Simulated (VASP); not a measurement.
# GaN (F-43m) in VASP: single point with PBE

Aim: the single point of GaN with PBE.

All numbers are computed with VASP 6.6.1; they aren't measurements. Logs are shortened: lines on timing, memory, paths and dates and some standing lists are left out, and cuts for length are marked.

### 1 The cell of the first run

It takes space group F-43m (No. 216, cubic). The conventional cell has a = 4.507 Å, b = 4.507 Å, c = 4.507 Å, α = 90.00°, β = 90.00°, γ = 90.00°. Ga (site symmetry -43m) has 4 N at 1.95 Å within 2.6 Å. Within 2.6 Å of N (site symmetry -43m) lie 4 Ga at 1.95 Å.

### 2 Single point, PBE

POSCAR reads:

```
GaN
1.0
    0.0000000000      2.2535006100      2.2535006100
    2.2535006100      0.0000000000      2.2535006100
    2.2535006100      2.2535006100      0.0000000000
Ga N
1 1
Direct
    0.0000000000      0.0000000000      0.0000000000
    0.7499999989      0.7499999989      0.7499999989
```

INCAR.step1 reads:

```
SYSTEM = GaN
ALGO = Normal
EDIFF = 1E-6
ENCUT = 520
GGA = PE
GGA_COMPAT = .FALSE.
ISIF = 2
ISMEAR = 0
LASPH = .TRUE.
LCHARG = .TRUE.
LORBIT = 11
LREAL = .FALSE.
LWAVE = .FALSE.
NBANDS = 16
NEDOS = 2001
NELM = 120
PREC = Accurate
SIGMA = 0.01
```

KPOINTS.step1 reads:

```
k-points
0
G
  8 8 8
  0 0 0
```

INCAR.step2 reads:

```
SYSTEM = GaN
ALGO = Normal
EDIFF = 1E-6
ENCUT = 520
GGA = PE
GGA_COMPAT = .FALSE.
ICHARG = 11
ISIF = 2
ISMEAR = -5
LASPH = .TRUE.
LCHARG = .FALSE.
LORBIT = 10
LREAL = .FALSE.
LWAVE = .FALSE.
NEDOS = 2001
NELM = 120
PREC = Accurate
SIGMA = 0.01
```

KPOINTS.step2 reads:

```
k-points
0
G
  12 12 12
  0 0 0
```

Potentials or basis: VASP PAW PBE potentials, release 64 (Ga_d, N).

Command:

```console
$ cat potpaw_PBE.64/Ga_d/POTCAR potpaw_PBE.64/N/POTCAR > POTCAR
$ cp INCAR.step1 INCAR
$ cp KPOINTS.step1 KPOINTS
$ mpirun -np 1 vasp_std > vasp.out
$ cp INCAR.step2 INCAR
$ cp KPOINTS.step2 KPOINTS
$ mpirun -np 1 vasp_std > vasp.out
```

OUTCAR:

```text
SYSTEM = GaN
   EDIFF = 1E-6
   ENCUT = 520
   GGA = PE
   ICHARG = 11
   ISIF = 2
   ISMEAR = -5
   LASPH = .TRUE.
   LORBIT = 10
   LREAL = .FALSE.
   NELM = 120
   PREC = Accurate

 ion  position               nearest neighbor table
   1  0.000  0.000  0.000-   2 1.95   2 1.95   2 1.95   2 1.95
   2  0.750  0.750  0.750-   1 1.95   1 1.95   1 1.95   1 1.95

  LATTYP: Found a face centered cubic cell.
 ALAT       =     4.5070012200

  Lattice vectors:

 A1 = (   0.0000000000,   2.2535006100,   2.2535006100)
 A2 = (   2.2535006100,   0.0000000000,   2.2535006100)
 A3 = (   2.2535006100,   2.2535006100,   0.0000000000)

Analysis of symmetry for initial positions (statically):
=====================================================================
 Subroutine PRICEL returns:
 Original cell was already a primitive cell.

 Routine SETGRP: Setting up the symmetry group for a
 face centered cubic supercell.

 Subroutine GETGRP returns: Found 24 space group operations
 (whereof 24 operations were pure point group operations)
 out of a pool of 48 trial point group operations.

The static configuration has the point symmetry T_d .

Analysis of symmetry for dynamics (positions and initial velocities):
=====================================================================
 Subroutine PRICEL returns:
 Original cell was already a primitive cell.

 Routine SETGRP: Setting up the symmetry group for a
 face centered cubic supercell.

 Subroutine GETGRP returns: Found 24 space group operations
 (whereof 24 operations were pure point group operations)
 out of a pool of 48 trial point group operations.

The dynamic configuration has the point symmetry T_d .

 Subroutine INISYM returns: Found 24 space group operations
 (whereof 24 operations are pure point group operations),
 and found     1 'primitive' translations

----------------------------------------------------------------------------------------

                                     Primitive cell

  volume of cell :      22.8877

  direct lattice vectors                    reciprocal lattice vectors
     0.000000000  2.253500610  2.253500610    -0.221877020  0.221877020  0.221877020
     2.253500610  0.000000000  2.253500610     0.221877020 -0.221877020  0.221877020
     2.253500610  2.253500610  0.000000000     0.221877020  0.221877020 -0.221877020

  length of vectors
     3.186931125  3.186931125  3.186931125     0.384302272  0.384302272  0.384302272

  position of ions in fractional coordinates (direct lattice)
     0.000000000  0.000000000  0.000000000
     0.749999999  0.749999999  0.749999999

  ion indices of the primitive-cell ions
   primitive index   ion index
                 1           1
                 2           2

----------------------------------------------------------------------------------------

 KPOINTS: k-points

Automatic generation of k-mesh.
 Grid dimensions read from file:
 generate k-points for:   12   12   12

 Generating k-lattice:

  Cartesian coordinates                     Fractional coordinates (reciprocal lattice)
    -0.018489752  0.018489752  0.018489752     0.083333333  0.000000000  0.000000000
     0.018489752 -0.018489752  0.018489752     0.000000000  0.083333333  0.000000000
     0.018489752  0.018489752 -0.018489752     0.000000000  0.000000000  0.083333333

  Length of vectors
     0.032025189  0.032025189  0.032025189

  Shift w.r.t. Gamma in fractional coordinates (k-lattice)
     0.000000000  0.000000000  0.000000000

 TETIRR: Found    247 inequivalent tetrahedra from    10368

 Subroutine IBZKPT returns following result:
 ===========================================

 Found     72 irreducible k-points:

 Following reciprocal coordinates:
            Coordinates               Weight
  0.000000  0.000000  0.000000      1.000000
  0.083333  0.000000  0.000000      8.000000
  0.166667  0.000000  0.000000      8.000000
  0.250000  0.000000  0.000000      8.000000
  0.333333  0.000000  0.000000      8.000000
  0.416667  0.000000  0.000000      8.000000
[... 16 lines left out ...]
  0.500000  0.166667  0.000000     24.000000
 -0.416667  0.166667  0.000000     24.000000
 [... further k-points ...]
   k-points           NKPTS =     72   k-points in BZ     NKDIM =     72   number of bands    NBANDS=     13
   number of dos      NEDOS =   2001   number of ions     NIONS =      2
   total plane-waves  NPLWV =  13824
   dimension x,y,z NGX =    24 NGY =   24 NGZ =   24
   dimension x,y,z NGXF=    48 NGYF=   48 NGZF=   48
   ions per type =               1   1
   NGX,Y,Z   is equivalent  to a cutoff of  12.52, 12.52, 12.52 a.u.
   NGXF,Y,Z  is equivalent  to a cutoff of  25.04, 25.04, 25.04 a.u.
 SYSTEM =  GaN
   PREC   = accura    normal or accurate (medium, high low for compatibility)
   ISTART =      0    job   : 0-new  1-cont  2-samecut
   ICHARG =     11    charge: 1-file 2-atom 10-const
   ISPIN  =      1    spin polarized calculation?
   LNONCOLLINEAR =      F non collinear calculations
   LSORBIT =      F    spin-orbit coupling
   LASPH  =      T    aspherical Exc in radial PAW
   ENCUT  =  520.0 eV  38.22 Ry    6.18 a.u.   5.93  5.93  5.93*2*pi/ulx,y,z
   NELM   =    120;   NELMIN=  2; NELMDL=  0     # of ELM steps
   EDIFF  = 0.1E-05   stopping-criterion for ELM
   LREAL  =      F    real-space projection
   EDIFFG = 0.1E-04   stopping-criterion for IOM
   NSW    =      0    number of steps for IOM
   IBRION =     -1    ionic relax: 0-MD 1-quasi-New 2-CG
   NFREE  =      0    steps in history (QN), initial steepest desc. (CG)
   ISIF   =      2    stress and relaxation
   ISYM   =      2    0-nonsym 1-usesym 2-fastsym
   POTIM  = 0.5000    time-step for ionic-motion
   TEBEG  =    0.0;   TEEND  =   0.0 temperature during run
   PSTRESS=    0.0 pullay stress
   NELECT =      18.0000    total number of electrons
   NUPDOWN=      -1.0000    fix difference up-down
   EMIN   =  10.00;   EMAX   =-10.00  energy-range for DOS
   EFERMI =   0.00;   METHOD = LEGACY
   ISMEAR =    -5;   SIGMA  =   0.01  broadening in eV -4-tet -1-fermi 0-gaus
   EFERMI_NEDOS =   21; number of points for ismear=-14 and -15
   IALGO  =     38    algorithm
   IMIX   =      4    mixing-type and parameters
     AMIX     =   0.40;   BMIX     =  1.00
     AMIX_MAG =   1.60;   BMIX_MAG =  1.00
  volume/ion in A,a.u.               =      11.44        77.23
  Fermi-wavevector in a.u.,A,eV,Ry     =   1.511117  2.855596 31.068543  2.283473
  Thomas-Fermi vector in A             =   2.621216
   LORBIT       =     10    0 simple, 1 ext, 2 COOP (PROOUT), +10 PAW based schemes
   GGA     = PE    functional components
   LHFCALC =     F    Hartree Fock is set to
   AEXX    =    0.0000 exact exchange contribution
   IVDW    =     0    specifies the selected vdW correction
   LEPSILON=     F    determine dielectric tensor
   LRPA    =     F    only Hartree local field effects (RPA)
 non-spin polarized calculation
 Fermi weights with tetrahedron method with Bloechl corrections
  energy-cutoff  :      520.00
  volume of cell :       22.89
 maximum number of plane-waves:       636

 number of electron      18.0000004 magnetization

 Free energy of the ion-electron system (eV)
  ---------------------------------------------------
  ext. energy  EPLUGINS =         0.00000000
  ---------------------------------------------------
  free energy    TOTEN  =       -12.14212929 eV

  energy without entropy =      -12.14212929  energy(sigma->0) =      -12.14212929

 E-fermi :   5.2958     XC(G=0): -11.6667

 val. band max:        5.2810040553   @ k =   0.0000   0.0000   0.0000
 cond. band min:       7.0043986092   @ k =   0.0000   0.0000   0.0000
 fundamental gap:      1.7233945539
 Fermi energy:         5.2957678448

 k-point     1 :       0.0000    0.0000    0.0000
  band No.  band energies     occupation
      1     -10.6537      2.00000
      2      -8.1608      2.00000
      3      -8.1608      2.00000
      4      -8.1608      2.00000
      5      -7.8384      2.00000
      6      -7.8384      2.00000
      7       5.2810      2.00000
      8       5.2810      2.00000
      9       5.2810      2.00000
     10       7.0044      0.00000
     11      15.5777      0.00000
     12      15.5777      0.00000
     13      15.5777      0.00000

 k-point     2 :       0.0833    0.0000    0.0000
  band No.  band energies     occupation
      1     -10.5762      2.00000
      2      -8.1512      2.00000
      3      -8.1512      2.00000
      4      -8.1347      2.00000
      5      -7.8394      2.00000
      6      -7.8394      2.00000
      7       4.4509      2.00000
      8       5.2058      2.00000
      9       5.2058      2.00000
     10       7.6669      0.00000
     11      15.2136      0.00000
     12      15.6957      0.00000
     13      15.6957      0.00000

 k-point     3 :       0.1667    0.0000    0.0000
  band No.  band energies     occupation
      1     -10.3693      2.00000
      2      -8.1268      2.00000
      3      -8.1268      2.00000
      4      -8.0338      2.00000
      5      -7.8398      2.00000
      6      -7.8398      2.00000
      7       2.9983      2.00000
      8       5.0097      2.00000
      9       5.0097      2.00000
     10       8.6137      0.00000
     11      14.5373      0.00000
     12      15.9347      0.00000
     13      15.9347      0.00000
[... 305 lines left out ...]
 k-point    23 :       0.5000    0.1667    0.0000
  band No.  band energies     occupation
      1      -9.6877      2.00000
      2      -8.0632      2.00000
      3      -8.0167      2.00000
      4      -7.8597      2.00000
      5      -7.7892      2.00000
      6      -6.5225      2.00000
      7      -1.1812      2.00000
      8       3.0117      2.00000
      9       3.8203      2.00000
     10      11.0101      0.00000
     11      12.8856      0.00000
     12      15.5502      0.00000
     13      16.5695      0.00000

 k-point    24 :      -0.4167    0.1667    0.0000
  band No.  band energies     occupation
      1      -9.6810      2.00000
      2      -8.0649      2.00000
      3      -8.0205      2.00000
      4      -7.8372      2.00000
      5      -7.8067      2.00000
      6      -6.4312      2.00000
      7      -1.3212      2.00000
      8       2.7788      2.00000
      9       3.9904      2.00000
     10      11.2354      0.00000
     11      12.7955      0.00000
     12      15.5435      0.00000
     13      16.4300      0.00000

 [... further k-points ...]

------------------------ aborting loop because EDIFF is reached ----------------------------------------

  FORCE on cell =-STRESS in cart. coord.  units (eV):
  Direction    XX          YY          ZZ          XY          YZ          ZX
  --------------------------------------------------------------------------------------
  -------------------------------------------------------------------------------------
  Total        0.5937233      0.5937233      0.5937233     -0.0000000      0.0000000     -0.0000000
  in kB       41.5615409     41.5615409     41.5615409     -0.0000000      0.0000000     -0.0000000
  external PRESSURE =      41.5615409 kB  Pullay stress =       0.0000000 kB

 VOLUME and BASIS-vectors are now :
 -----------------------------------------------------------------------------
  energy-cutoff  :      520.00
  volume of cell :       22.89
      direct lattice vectors                 reciprocal lattice vectors
     0.000000000  2.253500610  2.253500610    -0.221877020  0.221877020  0.221877020
     2.253500610  0.000000000  2.253500610     0.221877020 -0.221877020  0.221877020
     2.253500610  2.253500610  0.000000000     0.221877020  0.221877020 -0.221877020

 POSITION                                       TOTAL-FORCE (eV/Angst)
 -----------------------------------------------------------------------------------
      0.00000      0.00000      0.00000        -0.000000     -0.000000     -0.000000
      3.38025      3.38025      3.38025         0.000000      0.000000      0.000000
 -----------------------------------------------------------------------------------
    total drift:                                0.000000      0.000000      0.000000

  FREE ENERGIE OF THE ION-ELECTRON SYSTEM (eV)
  ---------------------------------------------------
  free  energy   TOTEN  =       -12.1421292870 eV

  energy  without entropy=      -12.1421292870  energy(sigma->0) =      -12.14212929

 total charge

# of ion       s       p       d       tot
------------------------------------------
    1        0.790   0.899  10.178  11.867
    2        1.225   2.518   0.000   3.742
--------------------------------------------------
tot          2.015   3.417  10.178  15.610
```

Run time: 23 s. Hardware: 1 thread of Intel Xeon 8259CL, shared host; peak memory 0.14 GiB.

Results:

- Valence electrons inside the program's atomic spheres: Ga 11.87; N 3.74
